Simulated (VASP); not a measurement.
BaTe, 2 atoms in the cell. Symmetry: R-3m, No. 166, trigonal system. Conventional cell: a = 5.046 Å, b = 5.046 Å, c = 12.112 Å, α = 90.00°, β = 90.00°, γ = 120.00°. Within 4.7 Å of Ba (site symmetry -3m) lie 6 Te at 3.54 Å. Te (site symmetry -3m) has 6 Ba at 3.54 Å within 4.7 Å.  This cell differs from its parent crystal: epitaxial 111 strain +1.0%.

| Property | Result |
| --- | --- |
| Program | VASP 6.6.1 |
| Task | single point |
| Functional | PBE |
| Potentials or basis | VASP PAW PBE potentials, release 64 (Ba_sv, Te) |
| Cutoff | 520 eV |
| k mesh | 4 × 4 × 4 |
| Occupations | gaussian, width 0.01 eV |
| Spin | no spin polarisation |
| Dipole correction | no |
| Further INCAR settings | ALGO = Normal; EDIFF = 1e-07; NBANDS = 15 |

Potentials or basis: VASP PAW PBE potentials, release 64 (Ba_sv, Te).

The run is started by

```bash
$ cat potpaw_PBE.64/Ba_sv/POTCAR potpaw_PBE.64/Te/POTCAR > POTCAR
$ mpirun -np 1 vasp_std > vasp.out
```

Hardware: 1 thread of Intel(R) Xeon(R) Platinum 8375C CPU @ 2.90GHz (Ice Lake) (shared host).

**Question.** Estimate the wall time of this run.

**Answer.** It took 19 s on 1 thread of Intel(R) Xeon(R) Platinum 8375C CPU @ 2.90GHz (Ice Lake), on a shared host, peak memory 0.24 GiB. Counts: scf iterations 15, k points 13.
